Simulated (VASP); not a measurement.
Input of a VASP 6.6.1 run:

File INCAR:

```
SYSTEM = Fe
  PREC = Accurate
  ENCUT = 520
  EDIFF = 1E-6
  ISMEAR = -1
  SIGMA = 0.05
  LREAL = .False.
  LASPH = .True.
  NELM = 150
  ALGO = Normal
  ISIF = 2
  LWAVE = .False.
  LCHARG = .True.
  ISPIN = 2
  MAGMOM = 2.5
  LORBIT = 11
  LMAXMIX = 4
  GGA = CA
  LELF = .True.
  LVHAR = .True.
  NBANDS = 14
```

The input KPOINTS:

```
Automatic mesh
0
Gamma
  22 22 22
  0 0 0
```

POSCAR

```
Fe
1.0
   -1.2138751221      1.2138751221      1.2138751221
    1.2138751221     -1.2138751221      1.2138751221
    1.2138751221      1.2138751221     -1.2138751221
Fe
1
Direct
    0.0000000000      0.0000000000      0.0000000000
```

Potentials or basis: VASP PAW LDA potentials, release 64 (Fe).

The run is started by

```bash
$ cat potpaw_LDA.64/Fe/POTCAR > POTCAR
$ mpirun -np 1 vasp_std > vasp.out
```

Question: Estimate the net moment.

Answer: 0.21 μB per cell.

Question: Estimate the pressure.

Answer: 209.1 GPa.

Question: Estimate the site moments.

Answer: Fe +0.20 μB.
